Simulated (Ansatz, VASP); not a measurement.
**One calculation of Se, two programs**

```
Se
1.0
     1.97498    1.14025    1.59948
    -1.97498    1.14025    1.59948
     0.00000   -2.28051    1.59948
Se
1
Direct
  0.00000 0.00000 0.00000
```

Alike in both runs: functional PBEsol; k mesh 22 × 22 × 22; occupations gaussian, width 0.05 eV; no spin polarisation.

Ansatz relaxed the structure, and its values are those at the end. VASP's run is a single point on that final structure, the one shown.

```csv
,VASP,Ansatz
version,VASP 6.6.1,Ansatz 0.2.0
potentials or method,"VASP PAW PBE potentials, release 64 (Se), cutoff 520 eV","scalar-relativistic, plane waves, PAW"
valence electrons in the cell,6,16
```

|  | VASP | Ansatz | Ansatz less VASP |
| --- | --- | --- | --- |
| gap on the k mesh at the Fermi level (eV) | none | none | - |
| pressure (GPa) | 0.1 | 0.0 | -0.12 |

VASP's potentials were made for PBE, not for PBEsol. A gap of «none» marks a metal or a gap that the smearing closes. The functional is the same, so the differences come from potentials, cutoffs and numerics. VASP's potentials hold 6 valence electrons a cell and Ansatz's 16, so a difference there can come from the potentials and not from the codes.
